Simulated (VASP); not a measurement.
# Sc (Fm-3m) in VASP: notebook

The runs below take Sc through single point, with PBE, PBE+D3(BJ).

Program: VASP 6.6.1. These are calculated values, not measurements. Logs are shortened: lines on timing, memory, paths and dates and some standing lists are left out, and cuts for length are marked.

**1. The cell of the first run**

The structure is cubic, space group Fm-3m (No. 225). The conventional cell has a = 4.654 Å, b = 4.654 Å, c = 4.654 Å, α = 90.00°, β = 90.00°, γ = 90.00°. Sc (site symmetry m-3m) has 12 Sc at 3.29 Å within 4.3 Å.

**2. Single point, PBE, collinear spin, ferromagnetic start**

Contents of INCAR:

```
SYSTEM = Sc
ALGO = Normal
EDIFF = 1E-6
ENCUT = 520
GGA = PE
ISIF = 2
ISMEAR = -4
ISPIN = 2
LASPH = .TRUE.
LCHARG = .FALSE.
LMAXMIX = 4
LORBIT = 11
LREAL = .FALSE.
LWAVE = .FALSE.
MAGMOM = 0.1
NBANDS = 16
NELM = 150
PREC = Accurate
SIGMA = 0.1
```

Contents of KPOINTS:

```
k-points
0
G
  3 3 3
  0 0 0
```

Contents of POSCAR:

```
Sc
1.0
    0.0000000000      2.3268462047      2.3268462047
    2.3268462047      0.0000000000      2.3268462047
    2.3268462047      2.3268462047      0.0000000000
Sc
1
Direct
    0.0000000000      0.0000000000      0.0000000000
```

Potentials or basis: VASP PAW PBE potentials, release 64 (Sc_sv).

Run with:

```
$ cat potpaw_PBE.64/Sc_sv/POTCAR > POTCAR
$ mpirun -np 1 vasp_std > vasp.out
```

OUTCAR:

```text
SYSTEM = Sc
   EDIFF = 1E-6
   ENCUT = 520
   GGA = PE
   ISIF = 2
   ISMEAR = -4
   ISPIN = 2
   LASPH = .TRUE.
   LORBIT = 11
   LREAL = .FALSE.
   NELM = 150
   PREC = Accurate

 ion  position               nearest neighbor table
   1  0.000  0.000  0.000-

  LATTYP: Found a face centered cubic cell.
 ALAT       =     4.6536924094

  Lattice vectors:

 A1 = (   0.0000000000,   2.3268462047,   2.3268462047)
 A2 = (   2.3268462047,   0.0000000000,   2.3268462047)
 A3 = (   2.3268462047,   2.3268462047,   0.0000000000)

Analysis of symmetry for initial positions (statically):
[... 25 lines left out ...]
The dynamic configuration has the point symmetry O_h .

Analysis of structural, dynamic, and magnetic symmetry:
=====================================================================
 Subroutine PRICEL returns:
[... 7 lines left out ...]
 out of a pool of 48 trial point group operations.

The overall configuration has the point symmetry O_h .

 Subroutine INISYM returns: Found 48 space group operations
[... 5 lines left out ...]
                                     Primitive cell

  volume of cell :      25.1961

  direct lattice vectors                    reciprocal lattice vectors
     0.000000000  2.326846205  2.326846205    -0.214883132  0.214883132  0.214883132
     2.326846205  0.000000000  2.326846205     0.214883132 -0.214883132  0.214883132
     2.326846205  2.326846205  0.000000000     0.214883132  0.214883132 -0.214883132

  length of vectors
     3.290657460  3.290657460  3.290657460     0.372188502  0.372188502  0.372188502

  position of ions in fractional coordinates (direct lattice)
     0.000000000  0.000000000  0.000000000

  ion indices of the primitive-cell ions
   primitive index   ion index
                 1           1

----------------------------------------------------------------------------------------

 KPOINTS: k-points

Automatic generation of k-mesh.
 Grid dimensions read from file:
 generate k-points for:    3    3    3

 Generating k-lattice:

  Cartesian coordinates                     Fractional coordinates (reciprocal lattice)
    -0.071627711  0.071627711  0.071627711     0.333333333  0.000000000  0.000000000
     0.071627711 -0.071627711  0.071627711     0.000000000  0.333333333  0.000000000
     0.071627711  0.071627711 -0.071627711     0.000000000  0.000000000  0.333333333

  Length of vectors
     0.124062834  0.124062834  0.124062834

  Shift w.r.t. Gamma in fractional coordinates (k-lattice)
     0.000000000  0.000000000  0.000000000

 TETIRR: Found      7 inequivalent tetrahedra from      162

 Subroutine IBZKPT returns following result:
 ===========================================

 Found      4 irreducible k-points:

 Following reciprocal coordinates:
            Coordinates               Weight
  0.000000  0.000000  0.000000      1.000000
  0.333333  0.000000  0.000000      8.000000
  0.333333  0.333333  0.000000      6.000000
 -0.333333  0.333333  0.000000     12.000000
   k-points           NKPTS =      4   k-points in BZ     NKDIM =      4   number of bands    NBANDS=     16
   number of dos      NEDOS =    301   number of ions     NIONS =      1
   total plane-waves  NPLWV =  13824
   dimension x,y,z NGX =    24 NGY =   24 NGZ =   24
   dimension x,y,z NGXF=    48 NGYF=   48 NGZF=   48
   ions per type =               1
   NGX,Y,Z   is equivalent  to a cutoff of  12.12, 12.12, 12.12 a.u.
   NGXF,Y,Z  is equivalent  to a cutoff of  24.25, 24.25, 24.25 a.u.
 SYSTEM =  Sc
   PREC   = accura    normal or accurate (medium, high low for compatibility)
   ISTART =      0    job   : 0-new  1-cont  2-samecut
   ICHARG =      2    charge: 1-file 2-atom 10-const
   ISPIN  =      2    spin polarized calculation?
   LNONCOLLINEAR =      F non collinear calculations
   LSORBIT =      F    spin-orbit coupling
   LASPH  =      T    aspherical Exc in radial PAW
   ENCUT  =  520.0 eV  38.22 Ry    6.18 a.u.   6.12  6.12  6.12*2*pi/ulx,y,z
   NELM   =    150;   NELMIN=  2; NELMDL= -5     # of ELM steps
   EDIFF  = 0.1E-05   stopping-criterion for ELM
   LREAL  =      F    real-space projection
   EDIFFG = 0.1E-04   stopping-criterion for IOM
   NSW    =      0    number of steps for IOM
   IBRION =     -1    ionic relax: 0-MD 1-quasi-New 2-CG
   NFREE  =      0    steps in history (QN), initial steepest desc. (CG)
   ISIF   =      2    stress and relaxation
   ISYM   =      2    0-nonsym 1-usesym 2-fastsym
   POTIM  = 0.5000    time-step for ionic-motion
   TEBEG  =    0.0;   TEEND  =   0.0 temperature during run
   PSTRESS=    0.0 pullay stress
   NELECT =      11.0000    total number of electrons
   NUPDOWN=      -1.0000    fix difference up-down
   EMIN   =  10.00;   EMAX   =-10.00  energy-range for DOS
   EFERMI =   0.00;   METHOD = LEGACY
   ISMEAR =    -4;   SIGMA  =   0.10  broadening in eV -4-tet -1-fermi 0-gaus
   EFERMI_NEDOS =   21; number of points for ismear=-14 and -15
   IALGO  =     38    algorithm
   IMIX   =      4    mixing-type and parameters
     AMIX     =   0.40;   BMIX     =  1.00
     AMIX_MAG =   1.60;   BMIX_MAG =  1.00
  volume/ion in A,a.u.               =      25.20       170.03
  Fermi-wavevector in a.u.,A,eV,Ry     =   1.241923  2.346894 20.985259  1.542373
  Thomas-Fermi vector in A             =   2.376300
   LORBIT       =     11    0 simple, 1 ext, 2 COOP (PROOUT), +10 PAW based schemes
   GGA     = PE    functional components
   LHFCALC =     F    Hartree Fock is set to
   AEXX    =    0.0000 exact exchange contribution
   IVDW    =     0    specifies the selected vdW correction
   LEPSILON=     F    determine dielectric tensor
   LRPA    =     F    only Hartree local field effects (RPA)
 spin polarized calculation
 Fermi weights with tetrahedron method witout Bloechl corrections
  energy-cutoff  :      520.00
  volume of cell :       25.20
 maximum number of plane-waves:       680
   NGX = 13   NGY = 13   NGZ = 13

 number of electron      11.0000003 magnetization       0.0007112

 Free energy of the ion-electron system (eV)
  ---------------------------------------------------
  ext. energy  EPLUGINS =         0.00000000
  ---------------------------------------------------
  free energy    TOTEN  =        -6.01986157 eV

  energy without entropy =       -6.01986157  energy(sigma->0) =       -6.01986157

 E-fermi :   3.5991     XC(G=0):  -9.7728

 val. band max:        3.5113582751   @ k =   0.3333   0.3333   0.0000
 cond. band min:       4.0568417172   @ k =   0.3333   0.0000   0.0000
 fundamental gap:      0.5454834421
 Fermi energy:         3.5990714767

 spin component 1

 k-point     1 :       0.0000    0.0000    0.0000
  band No.  band energies     occupation
      1     -45.7629      1.00000
      2     -24.1995      1.00000
      3     -24.1995      1.00000
      4     -24.1995      1.00000
      5      -1.5286      1.00000
      6       5.2316      0.00007
      7       5.2316      0.00000
      8       5.2316      0.00000
      9       6.5774      0.00000
     10       6.5774      0.00000
     11      15.9926      0.00000
     12      19.2986      0.00000
     13      19.2986      0.00000
     14      19.2986      0.00000
     15      22.1333      0.00000
     16      23.1835      0.00000

 k-point     2 :       0.3333    0.0000    0.0000
  band No.  band energies     occupation
      1     -45.7223      1.00000
      2     -24.4781      1.00000
      3     -24.2362      1.00000
      4     -24.2362      1.00000
      5       0.7926      1.00000
      6       4.0568      0.11409
      7       5.3035      0.00000
      8       5.3035      0.00000
      9       6.9699      0.00000
     10       6.9699      0.00000
     11      12.0853      0.00000
     12      16.0260      0.00000
     13      19.2790      0.00000
     14      19.2790      0.00000
     15      21.5026      0.00000
     16      21.5026      0.00000

 k-point     3 :       0.3333    0.3333    0.0000
  band No.  band energies     occupation
      1     -45.7090      1.00000
      2     -24.4634      1.00000
      3     -24.2984      1.00000
      4     -24.2984      1.00000
      5       1.3679      1.00000
      6       3.5109      0.59530
      7       4.9490      0.00000
      8       6.7428      0.00000
      9       6.7428      0.00000
     10       7.2138      0.00000
     11      14.3857      0.00000
     12      14.3857      0.00000
     13      14.6702      0.00000
     14      17.5704      0.00000
     15      18.5069      0.00000
     16      27.2058      0.00000

 k-point     4 :      -0.3333    0.3333    0.0000
  band No.  band energies     occupation
      1     -45.6954      1.00000
      2     -24.4468      1.00000
      3     -24.4441      1.00000
      4     -24.2858      1.00000
      5       3.0176      1.00000
      6       3.3827      0.75198
      7       4.1827      0.00000
      8       6.2302      0.00000
      9       7.0877      0.00000
     10       8.9979      0.00000
     11      10.6103      0.00000
     12      11.8846      0.00000
     13      15.7223      0.00000
     14      17.2955      0.00000
     15      24.3105      0.00000
     16      24.6579      0.00000
 Fermi energy:         3.5990714767

 spin component 2

 k-point     1 :       0.0000    0.0000    0.0000
  band No.  band energies     occupation
      1     -45.7625      1.00000
      2     -24.1992      1.00000
      3     -24.1992      1.00000
      4     -24.1992      1.00000
      5      -1.5280      1.00000
      6       5.2321      0.00007
      7       5.2321      0.00000
      8       5.2321      0.00000
      9       6.5777      0.00000
     10       6.5777      0.00000
     11      15.9931      0.00000
     12      19.2990      0.00000
     13      19.2990      0.00000
     14      19.2990      0.00000
     15      22.1338      0.00000
     16      23.1840      0.00000

 k-point     2 :       0.3333    0.0000    0.0000
  band No.  band energies     occupation
      1     -45.7220      1.00000
      2     -24.4777      1.00000
      3     -24.2358      1.00000
      4     -24.2358      1.00000
      5       0.7931      1.00000
      6       4.0573      0.11352
      7       5.3039      0.00000
      8       5.3039      0.00000
      9       6.9703      0.00000
     10       6.9703      0.00000
     11      12.0858      0.00000
     12      16.0265      0.00000
     13      19.2795      0.00000
     14      19.2795      0.00000
     15      21.5031      0.00000
     16      21.5031      0.00000

 k-point     3 :       0.3333    0.3333    0.0000
  band No.  band energies     occupation
      1     -45.7087      1.00000
      2     -24.4631      1.00000
      3     -24.2981      1.00000
      4     -24.2981      1.00000
      5       1.3684      1.00000
      6       3.5114      0.59462
      7       4.9495      0.00000
      8       6.7432      0.00000
      9       6.7432      0.00000
     10       7.2142      0.00000
     11      14.3862      0.00000
     12      14.3862      0.00000
     13      14.6706      0.00000
     14      17.5709      0.00000
     15      18.5074      0.00000
     16      27.2064      0.00000

 k-point     4 :      -0.3333    0.3333    0.0000
  band No.  band energies     occupation
      1     -45.6951      1.00000
      2     -24.4465      1.00000
      3     -24.4437      1.00000
      4     -24.2854      1.00000
      5       3.0181      1.00000
      6       3.3831      0.75131
      7       4.1832      0.00000
      8       6.2306      0.00000
      9       7.0881      0.00000
     10       8.9984      0.00000
     11      10.6108      0.00000
     12      11.8850      0.00000
     13      15.7229      0.00000
     14      17.2960      0.00000
     15      24.3110      0.00000
     16      24.6585      0.00000

------------------------ aborting loop because EDIFF is reached ----------------------------------------

  FORCE on cell =-STRESS in cart. coord.  units (eV):
  Direction    XX          YY          ZZ          XY          YZ          ZX
  --------------------------------------------------------------------------------------
  -------------------------------------------------------------------------------------
  Total       -0.1511036     -0.1511036     -0.1511036     -0.0000000      0.0000000     -0.0000000
  in kB       -9.6084294     -9.6084294     -9.6084294     -0.0000000      0.0000000     -0.0000000
  external PRESSURE =      -9.6084294 kB  Pullay stress =       0.0000000 kB

 VOLUME and BASIS-vectors are now :
 -----------------------------------------------------------------------------
  energy-cutoff  :      520.00
  volume of cell :       25.20
      direct lattice vectors                 reciprocal lattice vectors
     0.000000000  2.326846205  2.326846205    -0.214883132  0.214883132  0.214883132
     2.326846205  0.000000000  2.326846205     0.214883132 -0.214883132  0.214883132
     2.326846205  2.326846205  0.000000000     0.214883132  0.214883132 -0.214883132

 POSITION                                       TOTAL-FORCE (eV/Angst)
 -----------------------------------------------------------------------------------
      0.00000      0.00000      0.00000        -0.000000      0.000000     -0.000000
 -----------------------------------------------------------------------------------
    total drift:                                0.000000     -0.000000     -0.000000

  FREE ENERGIE OF THE ION-ELECTRON SYSTEM (eV)
  ---------------------------------------------------
  free  energy   TOTEN  =        -6.0198615708 eV

  energy  without entropy=       -6.0198615708  energy(sigma->0) =       -6.01986157

 total charge

# of ion       s       p       d       tot
------------------------------------------
    1        2.266   6.085   1.035   9.386

 magnetization (x)

# of ion       s       p       d       tot
------------------------------------------
    1        0.000   0.000   0.000   0.000
```

Run time: 6.6 s. Hardware: 1 thread of AMD EPYC 7R43 (Zen 3), shared host; peak memory 0.11 GiB.

Results:

```
Free energy                                           : -6.0199 eV
Pressure                                              : -1.0 GPa
Net moment                                            : 0.00 μB per cell
Valence electrons inside the program's atomic spheres : Sc 9.39
```

Caveat: the k points lie up to 0.78 Å⁻¹ apart.

(Continued in part 2 of 2.)
